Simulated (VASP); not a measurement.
# ZnAg (Cmmm) in VASP: further runs

ZnAg is run at these levels: LDA; tasks: single point, relaxation of cell and atoms.

All numbers are computed with VASP 6.6.1; they aren't measurements. Logs are shortened: lines on timing, memory, paths and dates and some standing lists are left out, and cuts for length are marked.

## (1) The cell of the first run

Symmetry: Cmmm, No. 65, orthorhombic system. The conventional cell has a = 3.219 Å, b = 4.341 Å, c = 4.233 Å, α = 90.00°, β = 90.00°, γ = 90.00°. Zn (site symmetry mmm) has 8 Ag at 2.66 to 3.03 Å and 6 Zn at 2.70 to 3.22 Å within 3.5 Å. Within 3.5 Å of Ag (site symmetry mmm) lie 8 Zn at 2.66 to 3.03 Å and 6 Ag at 2.70 to 3.22 Å.

## (2) Single point, LDA

INCAR

```
SYSTEM = ZnAg
PREC = Accurate
ENCUT = 520
EDIFF = 1E-7
ISMEAR = -1
SIGMA = 0.1
LREAL = .False.
LASPH = .True.
NELM = 80
ALGO = Normal
ISIF = 2
LWAVE = .False.
LCHARG = .True.
GGA = CA
LELF = .True.
LVHAR = .True.
NBANDS = 18
```

KPOINTS

```
regular mesh
0
Gamma
  8 8 5
  0 0 0
```

POSCAR

```
ZnAg
1.0
    1.6093977311     -2.1703748634      0.0000000000
    1.6093977311      2.1703748634      0.0000000000
    0.0000000000      0.0000000000      4.2332203108
Zn Ag
1 1
Direct
    0.5000000000      0.5000000000      0.5000000000
    0.0000000000      0.0000000000      0.0000000000
```

Potentials or basis: VASP PAW LDA potentials, release 64 (Zn, Ag).

Started as:

```console
> cat potpaw_LDA.64/Zn/POTCAR potpaw_LDA.64/Ag/POTCAR > POTCAR
> mpirun -np 1 vasp_std > vasp.out
```

OUTCAR:

```text
SYSTEM = ZnAg
   PREC = Accurate
   ENCUT = 520
   EDIFF = 1E-7
   ISMEAR = -1
   LREAL = .False.
   LASPH = .True.
   NELM = 80
   ISIF = 2
   GGA = CA

 ion  position               nearest neighbor table
   1  0.500  0.500  0.500-   2 2.66   2 2.66   2 2.66   2 2.66   2 3.03   2 3.03   2 3.03   2 3.03

   2  0.000  0.000  0.000-   1 2.66   1 2.66   1 2.66   1 2.66   1 3.03   1 3.03   1 3.03   1 3.03

  LATTYP: Found a base centered orthorhombic cell.
 ALAT       =     3.2187954622
 B/A-ratio  =     1.3485633920
 C/A-ratio  =     1.3151566667

  Lattice vectors:

 A1 = (   1.6093977311,  -2.1703748634,   0.0000000000)
 A2 = (   1.6093977311,   2.1703748634,   0.0000000000)
 A3 = (   0.0000000000,   0.0000000000,   4.2332203108)

Analysis of symmetry for initial positions (statically):
=====================================================================
 Subroutine PRICEL returns:
 Original cell was already a primitive cell.

 Routine SETGRP: Setting up the symmetry group for a
 base centered orthorhombic supercell.

 Subroutine GETGRP returns: Found  8 space group operations
 (whereof  8 operations were pure point group operations)
 out of a pool of  8 trial point group operations.

The static configuration has the point symmetry D_2h.

Analysis of symmetry for dynamics (positions and initial velocities):
=====================================================================
 Subroutine PRICEL returns:
 Original cell was already a primitive cell.

 Routine SETGRP: Setting up the symmetry group for a
 base centered orthorhombic supercell.

 Subroutine GETGRP returns: Found  8 space group operations
 (whereof  8 operations were pure point group operations)
 out of a pool of  8 trial point group operations.

The dynamic configuration has the point symmetry D_2h.

 Subroutine INISYM returns: Found  8 space group operations
 (whereof  8 operations are pure point group operations),
 and found     1 'primitive' translations

----------------------------------------------------------------------------------------

                                     Primitive cell

  volume of cell :      29.5732

  direct lattice vectors                    reciprocal lattice vectors
     1.609397731 -2.170374863  0.000000000     0.310675224 -0.230374950  0.000000000
[... 76 lines left out ...]
 SYSTEM =  ZnAg
   PREC   = accura    normal or accurate (medium, high low for compatibility)
   ISTART =      0    job   : 0-new  1-cont  2-samecut
   ICHARG =      2    charge: 1-file 2-atom 10-const
   ISPIN  =      1    spin polarized calculation?
   LNONCOLLINEAR =      F non collinear calculations
   LSORBIT =      F    spin-orbit coupling
   LASPH  =      T    aspherical Exc in radial PAW
   ENCUT  =  520.0 eV  38.22 Ry    6.18 a.u.   5.02  5.02  7.87*2*pi/ulx,y,z
   NELM   =     80;   NELMIN=  2; NELMDL= -5     # of ELM steps
   EDIFF  = 0.1E-06   stopping-criterion for ELM
   LREAL  =      F    real-space projection
   EDIFFG = 0.1E-05   stopping-criterion for IOM
   NSW    =      0    number of steps for IOM
   IBRION =     -1    ionic relax: 0-MD 1-quasi-New 2-CG
   NFREE  =      0    steps in history (QN), initial steepest desc. (CG)
   ISIF   =      2    stress and relaxation
   ISYM   =      2    0-nonsym 1-usesym 2-fastsym
   POTIM  = 0.5000    time-step for ionic-motion
   TEBEG  =    0.0;   TEEND  =   0.0 temperature during run
   PSTRESS=    0.0 pullay stress
   NELECT =      23.0000    total number of electrons
   NUPDOWN=      -1.0000    fix difference up-down
   EMIN   =  10.00;   EMAX   =-10.00  energy-range for DOS
   EFERMI =   0.00;   METHOD = LEGACY
   ISMEAR =    -1;   SIGMA  =   0.10  broadening in eV -4-tet -1-fermi 0-gaus
   EFERMI_NEDOS =   21; number of points for ismear=-14 and -15
   IALGO  =     38    algorithm
   IMIX   =      4    mixing-type and parameters
     AMIX     =   0.40;   BMIX     =  1.00
     AMIX_MAG =   1.60;   BMIX_MAG =  1.00
  volume/ion in A,a.u.               =      14.79        99.79
  Fermi-wavevector in a.u.,A,eV,Ry     =   1.505513  2.845007 30.838539  2.266569
  Thomas-Fermi vector in A             =   2.616352
   LORBIT       =      0    0 simple, 1 ext, 2 COOP (PROOUT), +10 PAW based schemes
   GGA     = CA    functional components
   LHFCALC =     F    Hartree Fock is set to
   AEXX    =    0.0000 exact exchange contribution
   IVDW    =     0    specifies the selected vdW correction
   LEPSILON=     F    determine dielectric tensor
   LRPA    =     F    only Hartree local field effects (RPA)
 non-spin polarized calculation
  energy-cutoff  :      520.00
  volume of cell :       29.57
 maximum number of plane-waves:       808
   NGX = 11   NGY = 11   NGZ = 15

 number of electron      22.9999983 magnetization

 Free energy of the ion-electron system (eV)
  ---------------------------------------------------
  ext. energy  EPLUGINS =         0.00000000
  ---------------------------------------------------
  free energy    TOTEN  =        -5.73622660 eV

  energy without entropy =       -5.72654020  energy(sigma->0) =       -5.73138340

 E-fermi :   7.0081     XC(G=0): -12.7600

 val. band max:        6.9092748893   @ k =   0.2500   0.1250   0.2000
 cond. band min:       7.0314962766   @ k =   0.3750   0.3750   0.0000
 fundamental gap:      0.1222213873
 Fermi energy:         7.0080628305

 k-point     1 :       0.0000    0.0000    0.0000
  band No.  band energies     occupation
      1      -3.1858      2.00000
      2      -1.4727      2.00000
      3      -1.2716      2.00000
      4      -0.8100      2.00000
      5      -0.5952      2.00000
      6      -0.4577      2.00000
[... 481 lines left out ...]
      5      -0.6103      2.00000
      6      -0.5235      2.00000
[... 10 lines left out ...]
     17      23.1640      0.00000
     18      24.1351      0.00000

 [... further k-points ...]
[... 5 lines left out ...]
  --------------------------------------------------------------------------------------
  -------------------------------------------------------------------------------------
  Total        0.0783887      0.0660292      0.1157130      0.0000000      0.0000000      0.0000000
  in kB        4.2468313      3.5772357      6.2689320      0.0000000      0.0000000      0.0000000
  external PRESSURE =       4.6976663 kB  Pullay stress =       0.0000000 kB

 VOLUME and BASIS-vectors are now :
 -----------------------------------------------------------------------------
  energy-cutoff  :      520.00
  volume of cell :       29.57
      direct lattice vectors                 reciprocal lattice vectors
     1.609397731 -2.170374863  0.000000000     0.310675224 -0.230374950  0.000000000
     1.609397731  2.170374863  0.000000000     0.310675224  0.230374950  0.000000000
     0.000000000  0.000000000  4.233220311     0.000000000  0.000000000  0.236226779

 POSITION                                       TOTAL-FORCE (eV/Angst)
 -----------------------------------------------------------------------------------
      1.60940      0.00000      2.11661         0.000000      0.000000      0.000000
      0.00000      0.00000      0.00000        -0.000000      0.000000      0.000000
 -----------------------------------------------------------------------------------
    total drift:                                0.000000      0.000000      0.000000

  FREE ENERGIE OF THE ION-ELECTRON SYSTEM (eV)
  ---------------------------------------------------
  free  energy   TOTEN  =        -5.7362265977 eV

  energy  without entropy=       -5.7265402038  energy(sigma->0) =       -5.73138340
```

Wall time 8.9 s (1 thread of Intel Xeon 6975P-C (Granite Rapids), shared host); peak memory 0.15 GiB.

What came out:

- Free energy: -5.7362 eV
- Pressure: 0.5 GPa

## (3) Relaxation of cell and atoms, LDA

This run uses another cell than the first one, of 15.80 Å³/atom, 1.068 times its volume.

INCAR

```
PREC     = Accurate       # precision mode
ENCUT    = 600            # plane-wave cutoff, eV
EDIFF    = 1E-6           # SCF threshold, eV
ISMEAR   = -1             # smearing method
SIGMA    = 0.1            # smearing width, eV
LREAL    = False          # projectors in reciprocal space
LASPH    = True           # aspherical terms in the spheres
NELM     = 80             # most SCF steps
ALGO     = Normal         # electronic algorithm
ISIF     = 3              # what is computed and relaxed
LWAVE    = False          # write WAVECAR
LCHARG   = False          # write CHGCAR
GGA      = CA             # functional
IBRION   = 2              # ionic algorithm
NSW      = 80             # ionic steps
EDIFFG   = -0.02          # ionic threshold
```

KPOINTS

```
regular mesh
0
Gamma
  8 8 5
```

POSCAR

```
ZnAg
1.0
    1.5508320000     -2.2996820000      0.0000000000
    1.5508320000      2.2996820000      0.0000000000
    0.0000000000      0.0000000000      4.4291620000
Zn Ag
1 1
Direct
    0.5000000000      0.5000000000      0.5000000000
    0.0000000000      0.0000000000      0.0000000000
```

Potentials or basis: VASP PAW LDA potentials, release 64 (Zn, Ag).

Started as:

```console
> cat potpaw_LDA.64/Zn/POTCAR potpaw_LDA.64/Ag/POTCAR > POTCAR
> mpirun -np 1 vasp_std > vasp.out
```

Run time: 62 s. Hardware: 1 thread of Intel Xeon 6975P-C (Granite Rapids), shared host; peak memory 0.18 GiB.

It converged, with:

```yaml
Free_energy: -5.7368 eV
Relaxed_volume: 14.83 Å³/atom
Relaxed_cell: a = 2.704 Å, b = 2.704 Å, c = 4.250 Å, α = 90.00°, β = 90.00°, γ = 107.34°
Space_group_after_relaxing_to_0.05_Å: Cmmm (No. 65)
Energy_gained_by_relaxing: 31.4 meV/atom
Ionic_steps: 11
Pressure_after_relaxing: 0.1 GPa
```

Stress tensor (GPa, compression positive):
```
 0.18  0.00  0.00
 0.00 -0.13  0.00
 0.00  0.00  0.12
```

The path:
```
step  energy change (eV)  largest force (eV/Å)  pressure (GPa)  volume (Å³)
   1              0.0000                0.0000           -6.66        31.59
   2             -0.0371                0.0000            4.90        28.68
   3             -0.0489                0.0000            0.53        29.57
   4             -0.0549                0.0000            0.37        29.60
   5             -0.0606                0.0000            0.29        29.63
   6             -0.0609                0.0000            0.27        29.63
   7             -0.0625                0.0000           -0.56        29.79
   8             -0.0625                0.0000           -0.48        29.79
   9             -0.0625                0.0000            0.49        29.57
  10             -0.0627                0.0000           -0.09        29.67
  11             -0.0627                0.0000            0.06        29.66
```

Final structure:
```yaml
crystal:
  lattice:
    - [1.60185, -2.17830, 0.00000]
    - [1.60185, 2.17830, 0.00000]
    - [0.00000, 0.00000, 4.24953]
  atoms:
    - { symbol: Zn, position: [0.50000, 0.50000, 0.50000] }
    - { symbol: Ag, position: [0.00000, 0.00000, 0.00000] }
```

Levels at points of the mesh, in eV from the Fermi level:
```
           k point  band 8  band 9  band 10  band 11  band 12  band 13  band 14  band 15
(0.00, 0.00, 0.00)   -6.47   -4.41    -4.41    -4.30    -1.60     2.47    11.66    12.12
(0.50, 0.00, 0.00)   -6.05   -4.54    -4.21    -3.55    -1.03     5.47     6.20     7.04
(0.50, 0.50, 0.00)   -4.95   -4.76    -3.23    -2.03     1.66     4.09     5.57     6.30
```
